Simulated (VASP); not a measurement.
Here is a VASP 6.6.1 calculation.

File INCAR:

```
PREC     = Accurate       # precision mode
ENCUT    = 600            # plane-wave cutoff, eV
EDIFF    = 1E-6           # SCF threshold, eV
ISMEAR   = 0              # smearing method
SIGMA    = 0.1            # smearing width, eV
LREAL    = False          # projectors in reciprocal space
LASPH    = True           # aspherical terms in the spheres
NELM     = 100            # most SCF steps
ALGO     = Normal         # electronic algorithm
ISIF     = 3              # what is computed and relaxed
LWAVE    = False          # write WAVECAR
LCHARG   = False          # write CHGCAR
GGA      = PE             # functional
IBRION   = 2              # ionic algorithm
NSW      = 100            # ionic steps
EDIFFG   = -0.01          # ionic threshold
```

Contents of KPOINTS:

```
regular mesh
0
Gamma
  16 16 16
```

File POSCAR:

```
Zn2B
1.0
    0.0000000000      2.6453654692      2.6453654692
    2.6453654692      0.0000000000      2.6453654692
    2.6453654692      2.6453654692      0.0000000000
Zn B
2 1
Direct
    0.2500000000      0.2500000000      0.2500000000
    0.7500000000      0.7500000000      0.7500000000
    0.0000000000      0.0000000000      0.0000000000
```

Potentials or basis: VASP PAW PBE potentials, release 64 (Zn, B).

Run with:

```console
$ cat potpaw_PBE.64/Zn/POTCAR potpaw_PBE.64/B/POTCAR > POTCAR
$ mpirun -np 1 vasp_std > vasp.out
```

Problem. Estimate the space group after relaxing (to 0.05 Å).

Solution. Fm-3m (No. 225).

Problem. Predict the relaxed volume.

Solution. 12.39 Å³/atom.

Problem. Estimate the relaxed cell.

Solution. a = 3.746 Å, b = 3.746 Å, c = 3.746 Å, α = 60.00°, β = 60.00°, γ = 60.00°.

Final structure:
```xyz
3
Lattice="0.0000 2.6489 2.6489 2.6489 0.0000 2.6489 2.6489 2.6489 0.0000" Properties=species:S:1:pos:R:3 pbc="T T T"
Zn    1.3244    1.3244    1.3244
Zn    3.9733    3.9733    3.9733
B     0.0000    0.0000    0.0000
```
